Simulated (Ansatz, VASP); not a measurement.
**One calculation of Ta6F, two programs**

Contents of INCAR:

```
SYSTEM = Ta6F
PREC = Accurate
ENCUT = 520
EDIFF = 1E-6
ISMEAR = 0
SIGMA = 0.1
LREAL = .False.
LASPH = .True.
NELM = 150
ALGO = Normal
ISIF = 2
LWAVE = .False.
LCHARG = .True.
ISPIN = 2
MAGMOM = 0 0 0 0 0 0 1
LORBIT = 11
LMAXMIX = 4
LDIPOL = .True.
IDIPOL = 3
DIPOL = 0.5 0.5 0.315
LELF = .True.
LVHAR = .True.
LVACPOTAV = .True.
NBANDS = 50
```

KPOINTS

```
Automatic mesh
0
Gamma
  6 6 1
  0 0 0
```

The input POSCAR:

```
Ta6F
1.0
    4.6002247516      0.0000000000      0.0000000000
   -2.3001123758      3.9839114980      0.0000000000
    0.0000000000      0.0000000000     21.4017722141
Ta F
6 1
Direct
    0.6666666667      0.3333333333      0.1869004099
    0.3333333333      0.6666666667      0.2307760729
    0.0000000000      0.0000000000      0.2746517360
    0.6666666667      0.3333333333      0.3157775353
    0.3333333333      0.6666666667      0.3543568624
    0.0000000000      0.0000000000      0.3925736677
    0.5555555556     -0.5555555556      0.4533163010
```

Input for Ansatz:

```yaml
crystal:
  lattice:
    - [4.6002247516, 0.0, 0.0]
    - [-2.3001123758, 3.983911498, 0.0]
    - [0.0, 0.0, 21.4017722141]
  atoms:
    - { symbol: Ta, position: [0.6666666667, 0.3333333333, 0.1869004099] }
    - { symbol: Ta, position: [0.3333333333, 0.6666666667, 0.2307760729] }
    - { symbol: Ta, position: [0.0, 0.0, 0.274651736] }
    - { symbol: Ta, position: [0.6666666667, 0.3333333333, 0.3157775353] }
    - { symbol: Ta, position: [0.3333333333, 0.6666666667, 0.3543568624] }
    - { symbol: Ta, position: [0.0, 0.0, 0.3925736677] }
    - { symbol: F, position: [0.5555555556, -0.5555555556, 0.453316301], spin: 1.0 }
basis:
  ecutwfc: 420
kpoints:
  mp_grid: { grid: [6, 6, 1] }
hamiltonian:
  xc: lda
  pseudopotentials: { kind: paw, azcp: { folder: soft_1 } }
scf:
  occupations: { method: gaussian, width: 0.1 }
output:
  forces: true
  eigenvalues: true
  populations: true
magnetization:
  spin_polarized: true
efield:
  axis: 3
  dipole_correction: true
  ramp_width: 0.04
```

Alike in both runs: task single point; functional LDA; k mesh 6 × 6 × 1; occupations gaussian, width 0.1 eV; collinear spin.

|  | VASP | Ansatz |
| --- | --- | --- |
| version | VASP 6.6.1 | Ansatz 0.2.0 |
| potentials or method | VASP PAW LDA potentials, release 64 (Ta_pv, F), cutoff 520 eV | scalar-relativistic, plane waves, PAW |
| valence electrons in the cell | 73 | 85 |

```csv
,VASP,Ansatz,Ansatz less VASP
gap on the k mesh at the Fermi level (eV),none,none,-
rms of the force components (eV/Å),0.934,0.926,-0.0082
net moment per atom (μB),0.00,0.00,0.000
"work function, face that differs most (eV)",5.80,5.79,-0.014
```

Ansatz warns that its potentials were made for another functional, while VASP's fit it. LDA's correlation is that of Perdew and Zunger in VASP and of Perdew and Wang (1992) in Ansatz. Atom by atom the forces differ by 0.026 eV/Å (rms over components). A gap of «none» marks a metal or a gap that the smearing closes. VASP's potentials hold 73 valence electrons a cell and Ansatz's 85, so a difference there can come from the potentials and not from the codes. Ansatz's warnings: seeded moment not kept.

Spin-orbit coupling is off throughout.
